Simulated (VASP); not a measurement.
# Ge (P2_1) in VASP: single point with PBE

Aim: the single point of Ge with PBE.

All numbers are computed with VASP 6.6.1; they aren't measurements. Logs are shortened: lines on timing, memory, paths and dates and some standing lists are left out, and cuts for length are marked.

### Step 1. The cell of the first run

Symmetry: P2_1, No. 4, monoclinic system. The conventional cell has a = 4.058 Å, b = 6.693 Å, c = 4.058 Å, α = 90.00°, β = 120.00°, γ = 90.00°. Ge (site symmetry 1) has 4 Ge at 2.49 to 2.51 Å within 3.3 Å. Ge (site symmetry 1) has 4 Ge at 2.49 to 2.51 Å within 3.3 Å.

### Step 2. Single point, PBE (atoms displaced along a vibrational mode)

INCAR

```
SYSTEM = Ge
PREC = Accurate ; ENCUT = 520
EDIFF = 1E-7 ; ISMEAR = 0
SIGMA = 0.15 ; LREAL = .FALSE.
LASPH = .TRUE. ; NELM = 80
ALGO = Fast ; ISIF = 2
LWAVE = .FALSE. ; LCHARG = .FALSE.
GGA = PE ; NBANDS = 36
```

KPOINTS

```
Automatic mesh
0
G
  12 12 8
  0 0 0
```

POSCAR

```
Ge
1.0
    4.0581567077      0.0000000000      0.0000000000
   -2.0290783539      3.5144668014      0.0000000000
    0.0000000000      0.0000000000      6.6925281924
Ge
4
Direct
    0.6914025169      0.3514412325      0.0627911807
    0.3085974831      0.6485587675      0.5627911807
    0.6419308165      0.3152254342      0.4372088193
    0.3580691835      0.6847745658      0.9372088193
```

Potentials or basis: VASP PAW PBE potentials, release 64 (Ge_d).

Launch:

```console
$ cat potpaw_PBE.64/Ge_d/POTCAR > POTCAR
$ mpirun -np 1 vasp_std > vasp.out
```

OUTCAR:

```text
SYSTEM = Ge
   PREC = Accurate
   ENCUT = 520
   EDIFF = 1E-7
   ISMEAR = 0
   LREAL = .FALSE.
   LASPH = .TRUE.
   NELM = 80
   ISIF = 2
   GGA = PE

 ion  position               nearest neighbor table
   1  0.691  0.351  0.063-   4 2.49   4 2.49   4 2.49   3 2.51
   2  0.309  0.649  0.563-   3 2.49   3 2.49   3 2.49   4 2.51
   3  0.642  0.315  0.437-   2 2.49   2 2.49   2 2.49   1 2.51
   4  0.358  0.685  0.937-   1 2.49   1 2.49   1 2.49   2 2.51

  LATTYP: Found a hexagonal cell.
 ALAT       =     4.0581567077
 C/A-ratio  =     1.6491546962

  Lattice vectors:

 A1 = (   4.0581567077,   0.0000000000,   0.0000000000)
 A2 = (  -2.0290783539,   3.5144668014,   0.0000000000)
 A3 = (   0.0000000000,   0.0000000000,   6.6925281924)

Analysis of symmetry for initial positions (statically):
=====================================================================
 Subroutine PRICEL returns:
 Original cell was already a primitive cell.

 Routine SETGRP: Setting up the symmetry group for a
 hexagonal supercell.

 Subroutine GETGRP returns: Found  2 space group operations
 (whereof  1 operations were pure point group operations)
 out of a pool of 24 trial point group operations.

The static configuration has the point symmetry C_1 .
 The point group associated with its full space group is C_2 .

Analysis of symmetry for dynamics (positions and initial velocities):
=====================================================================
 Subroutine PRICEL returns:
 Original cell was already a primitive cell.

 Routine SETGRP: Setting up the symmetry group for a
 hexagonal supercell.

 Subroutine GETGRP returns: Found  2 space group operations
 (whereof  1 operations were pure point group operations)
 out of a pool of 24 trial point group operations.

The dynamic configuration has the point symmetry C_1 .
 The point group associated with its full space group is C_2 .

 Subroutine INISYM returns: Found  2 space group operations
 (whereof  1 operations are pure point group operations),
 and found     1 'primitive' translations

----------------------------------------------------------------------------------------

                                     Primitive cell
[... 90 lines left out ...]
   LNONCOLLINEAR =      F non collinear calculations
   LSORBIT =      F    spin-orbit coupling
   LASPH  =      T    aspherical Exc in radial PAW
   ENCUT  =  520.0 eV  38.22 Ry    6.18 a.u.   7.55  7.55 12.44*2*pi/ulx,y,z
   NELM   =     80;   NELMIN=  2; NELMDL= -5     # of ELM steps
   EDIFF  = 0.1E-06   stopping-criterion for ELM
   LREAL  =      F    real-space projection
   EDIFFG = 0.1E-05   stopping-criterion for IOM
   NSW    =      0    number of steps for IOM
   IBRION =     -1    ionic relax: 0-MD 1-quasi-New 2-CG
   NFREE  =      0    steps in history (QN), initial steepest desc. (CG)
   ISIF   =      2    stress and relaxation
   ISYM   =      2    0-nonsym 1-usesym 2-fastsym
   POTIM  = 0.5000    time-step for ionic-motion
   TEBEG  =    0.0;   TEEND  =   0.0 temperature during run
   PSTRESS=    0.0 pullay stress
   NELECT =      56.0000    total number of electrons
   NUPDOWN=      -1.0000    fix difference up-down
   EMIN   =  10.00;   EMAX   =-10.00  energy-range for DOS
   EFERMI =   0.00;   METHOD = LEGACY
   ISMEAR =     0;   SIGMA  =   0.15  broadening in eV -4-tet -1-fermi 0-gaus
   EFERMI_NEDOS =   21; number of points for ismear=-14 and -15
   IALGO  =     68    algorithm
   IMIX   =      4    mixing-type and parameters
     AMIX     =   0.40;   BMIX     =  1.00
     AMIX_MAG =   1.60;   BMIX_MAG =  1.00
  volume/ion in A,a.u.               =      23.86       161.03
  Fermi-wavevector in a.u.,A,eV,Ry     =   1.370497  2.589863 25.555298  1.878261
  Thomas-Fermi vector in A             =   2.496278
   LORBIT       =      0    0 simple, 1 ext, 2 COOP (PROOUT), +10 PAW based schemes
   GGA     = PE    functional components
   LHFCALC =     F    Hartree Fock is set to
   AEXX    =    0.0000 exact exchange contribution
   IVDW    =     0    specifies the selected vdW correction
   LEPSILON=     F    determine dielectric tensor
   LRPA    =     F    only Hartree local field effects (RPA)
 non-spin polarized calculation
 RMM-DIIS sequential band-by-band and
 Gauss-broadening in eV      SIGMA  =   0.15
  energy-cutoff  :      520.00
  volume of cell :       95.45
 maximum number of plane-waves:      2597
   NGX = 15   NGY = 15   NGZ = 25

 number of electron      56.0000016 magnetization

 Free energy of the ion-electron system (eV)
  ---------------------------------------------------
  ext. energy  EPLUGINS =         0.00000000
  ---------------------------------------------------
  free energy    TOTEN  =       -17.99071522 eV

  energy without entropy =      -17.98948014  energy(sigma->0) =      -17.99009768

 E-fermi :   4.5665     XC(G=0):  -9.6760

 val. band max:        4.5653143118   @ k =   0.0000   0.0000   0.2500
 cond. band min:       4.5883309524   @ k =   0.0000   0.0000   0.1250
 fundamental gap:      0.0230166406
 Fermi energy:         4.5664538810

 k-point     1 :       0.0000    0.0000    0.0000
  band No.  band energies     occupation
      1     -20.2888      2.00000
      2     -20.2884      2.00000
      3     -20.2627      2.00000
      4     -20.2563      2.00000
      5     -20.2540      2.00000
      6     -20.2348      2.00000
[... 925 lines left out ...]
     35      10.2450      0.00000
     36      11.2135      0.00000

 [... further k-points ...]

------------------------ aborting loop because EDIFF is reached ----------------------------------------

  FORCE on cell =-STRESS in cart. coord.  units (eV):
  Direction    XX          YY          ZZ          XY          YZ          ZX
  --------------------------------------------------------------------------------------
  -------------------------------------------------------------------------------------
  Total       -0.0197732     -0.0250147     -0.1474036     -0.0269403      0.0000000      0.0000000
  in kB       -0.3319018     -0.4198829     -2.4742303     -0.4522049      0.0000000      0.0000000
  external PRESSURE =      -1.0753384 kB  Pullay stress =       0.0000000 kB

 VOLUME and BASIS-vectors are now :
 -----------------------------------------------------------------------------
  energy-cutoff  :      520.00
  volume of cell :       95.45
      direct lattice vectors                 reciprocal lattice vectors
     4.058156708  0.000000000  0.000000000     0.246417295  0.142269092  0.000000000
    -2.029078354  3.514466801  0.000000000     0.000000000  0.284538184  0.000000000
     0.000000000  0.000000000  6.692528192     0.000000000  0.000000000  0.149420364

 POSITION                                       TOTAL-FORCE (eV/Angst)
 -----------------------------------------------------------------------------------
      2.09272      1.23513      0.42023        -0.053455     -0.049632      0.031650
     -0.06364      2.27934      3.76650         0.053455      0.049632      0.031650
      1.96544      1.10785      2.92603         0.045686      0.049530     -0.031650
      0.06364      2.40662      6.27230        -0.045686     -0.049530     -0.031650
 -----------------------------------------------------------------------------------
    total drift:                               -0.000000     -0.000000      0.000000

  FREE ENERGIE OF THE ION-ELECTRON SYSTEM (eV)
  ---------------------------------------------------
  free  energy   TOTEN  =       -17.9907152219 eV

  energy  without entropy=      -17.9894801419  energy(sigma->0) =      -17.99009768
```

Wall time 24 min (1 thread of Oxide Virtual Turin-like, shared host); peak memory 0.83 GiB.

Results:

| Quantity | Value |
| --- | --- |
| Free energy | -17.9907 eV |
| Pressure | -0.1 GPa |
| Largest force | 0.080 eV/Å |

Forces on the atoms (eV/Å):
```
Ge  -0.053 -0.050  0.032
Ge   0.053  0.050  0.032
Ge   0.046  0.050 -0.032
Ge  -0.046 -0.050 -0.032
```

Caveat: the cell differs from its parent crystal (atoms displaced along a vibrational mode).
